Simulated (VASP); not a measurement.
A run of VASP 6.6.1 is set up as follows.

File INCAR:

```
PREC     = Accurate       # precision mode
ENCUT    = 520            # plane-wave cutoff, eV
EDIFF    = 1E-8           # SCF threshold, eV
ISMEAR   = -1             # smearing method
SIGMA    = 0.02           # smearing width, eV
LREAL    = F              # projectors in reciprocal space
LASPH    = T              # aspherical terms in the spheres
NELM     = 120            # most SCF steps
ALGO     = Normal         # electronic algorithm
ISIF     = 2              # what is computed and relaxed
LWAVE    = F              # write WAVECAR
LCHARG   = F              # write CHGCAR
GGA      = PE             # functional
LEFG     = T            
NBANDS   = 11             # bands
GGA_COMPAT= F
```

KPOINTS

```
Automatic mesh
0
Gamma
  10 10 10
```

File POSCAR:

```
AlN
1.0
    0.0000000000      1.9977800000      1.9780000000
    1.9977800000      0.0000000000      1.9780000000
    1.9977800000      1.9977800000      0.0000000000
Al N
1 1
Direct
    0.0000000000      0.0000000000      0.0000000000
    0.5000000000      0.5000000000      0.5000000000
```

Potentials or basis: VASP PAW PBE potentials, release 64 (Al, N).

Command:

```sh
$ cat potpaw_PBE.64/Al/POTCAR potpaw_PBE.64/N/POTCAR > POTCAR
$ mpirun -np 1 vasp_std > vasp.out
```

Q: Estimate the band gap on the k mesh.

A: 4.97 eV (least direct gap 6.33 eV).

Q: What does it give for the pressure?

A: 18.6 GPa.

Electric field gradients, principal values (V/Å²):
```
atom  least  middle  greatest (by size)
1 Al  1.999   1.999              -3.998
 2 N  0.660   0.661              -1.321
```

Caveat: the cell differs from its parent crystal (equal xx and yy strain of +1 %); the cell stands under pressure; without QUAD_EFG the Cq values of the log hold for a quadrupole moment of 1 mb, not for the nuclei. A k mesh can miss the band edges.
